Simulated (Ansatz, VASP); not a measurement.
**One calculation of TiAl, two programs**

```xyz
2
Lattice="2.9295 0.0000 0.0000 0.0000 2.9295 0.0000 0.0000 0.0000 3.6595" Properties=species:S:1:pos:R:3 pbc="T T T"
Ti    0.0000    0.0000    0.0000
Al    1.4648    1.4648    1.8298
```

Alike in both runs: task single point; functional LDA; k mesh 16 × 16 × 16; occupations gaussian, width 0.15 eV; no spin polarisation.

|  | VASP | Ansatz |
| --- | --- | --- |
| version | VASP 6.6.1 | Ansatz 0.2.0 |
| potentials or method | VASP PAW LDA potentials, release 64 (Ti_sv, Al), cutoff 520 eV | scalar-relativistic, plane waves, PAW |
| valence electrons in the cell | 15 | 15 |

|  | VASP | Ansatz | Ansatz less VASP |
| --- | --- | --- | --- |
| gap on the k mesh at the Fermi level (eV) | none | none | - |
| pressure (GPa) | -3.2 | -3.4 | -0.17 |
| traceless stress, the component that is largest in VASP (GPa) | 5.53 | 5.54 | +0.005 |

Ansatz warns that its potentials were made for another functional, while VASP's fit it. LDA's correlation is that of Perdew and Zunger in VASP and of Perdew and Wang (1992) in Ansatz. A gap of «none» marks a metal or a gap that the smearing closes.
